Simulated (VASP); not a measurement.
Ti5Si:

```xyz
6
Lattice="2.5228 1.4566 4.4409 -2.5228 1.4566 4.4409 0.0000 -2.9131 4.4409" Properties=species:S:1:pos:R:3 pbc="T T T"
Ti    0.0000    0.0000    2.0176
Ti    0.5316    1.4566    4.4409
Ti   -1.5272   -0.2679    4.4409
Ti    0.0000    0.0000   11.3051
Ti    0.9956   -1.1886    4.4409
Si    0.0000    0.0000    6.6614
```

```yaml
Program: VASP 6.6.1
Task: relaxation of cell and atoms
Functional: PBEsol
Potentials_or_basis: VASP PAW PBE potentials, release 64 (Ti_sv, Si)
Cutoff: 600 eV
k_mesh: 1 × 1 × 1
Occupations: gaussian, width 0.1 eV
Spin: no spin polarisation
```

At the start: pressure -2.2 GPa; volume 16.32 Å³/atom.

Q: Where does the relaxation end?

A: Over 32 steps the energy falls by 1235.2 meV/atom and the volume is 13.79 Å³/atom (-15.5 %); space group R32 (No. 155, to 0.1 Å) before, R-3m (No. 166, to 0.1 Å).

The path:
```
step  energy change (eV)  largest force (eV/Å)  pressure (GPa)  volume (Å³)
   1              0.0000                1.0263           -2.24        97.91
   2             -0.1095                0.7679            1.31        94.71
   3             -0.1295                1.2808            4.29        92.34
   4             -0.1693                1.6011            4.42        91.95
   5             -0.3268                2.6020            4.58        90.78
   6             -0.7466                4.0045            6.03        88.47
   7             -1.2438                5.8400           11.93        83.94
   8             -1.2632                5.8660           12.04        83.84
   9             -1.3170                5.9337           12.44        83.53
  10             -1.3989                6.0273           13.34        82.92
  11             -1.4312                6.5693           15.89        81.70
  12             -1.4407                6.0825           14.98        82.11
  13             -1.5411                6.0357           14.60        82.13
  14             -1.8359                6.1129           13.62        82.19
  15             -2.3922                6.3001           11.76        82.31
  16             -3.3370                6.7585            8.61        82.52
  17             -4.3501                7.9990            4.54        82.81
  18             -4.3984                8.4630            4.18        82.87
  19             -5.1341                7.2309            1.68        83.26
  20             -6.6743                3.8594           -3.34        84.35
  21             -7.1278                1.5698           -3.46        86.21
  22             -7.3245                0.9996           -4.84        85.63
  23             -7.3270                0.9370           -4.94        85.54
  24             -7.3775                0.6319           -3.00        84.46
  25             -7.4082                0.0994            0.37        82.71
  26             -7.4083                0.1240            0.22        82.78
  27             -7.4100                0.0558            0.07        82.82
  28             -7.4108                0.0531           -0.22        82.89
  29             -7.4108                0.0389           -0.21        82.88
  30             -7.4108                0.0354           -0.20        82.88
  31             -7.4110                0.0195           -0.12        82.81
  32             -7.4111                0.0032            0.01        82.73
```

Final structure:
```
CELL_PARAMETERS angstrom
2.17301 1.25459 5.05746
-2.17301 1.25459 5.05746
0.00000 -2.50918 5.05746
ATOMIC_POSITIONS crystal
Ti 0.12350 0.12350 0.12350
Ti 0.49999 0.50001 0.00000
Ti 0.00000 0.49999 0.50001
Ti 0.87650 0.87650 0.87650
Ti 0.50001 0.00000 0.49999
Si 0.50000 0.50000 0.50000
```

Caveat: the k points lie up to 1.72 Å⁻¹ apart in the final cell, too coarse for converged energies, forces and pressures; the volume moved by over 15 % at a fixed basis, so the end points are rough; the PAW data sets were made with another functional, which shifts forces and pressure a little.
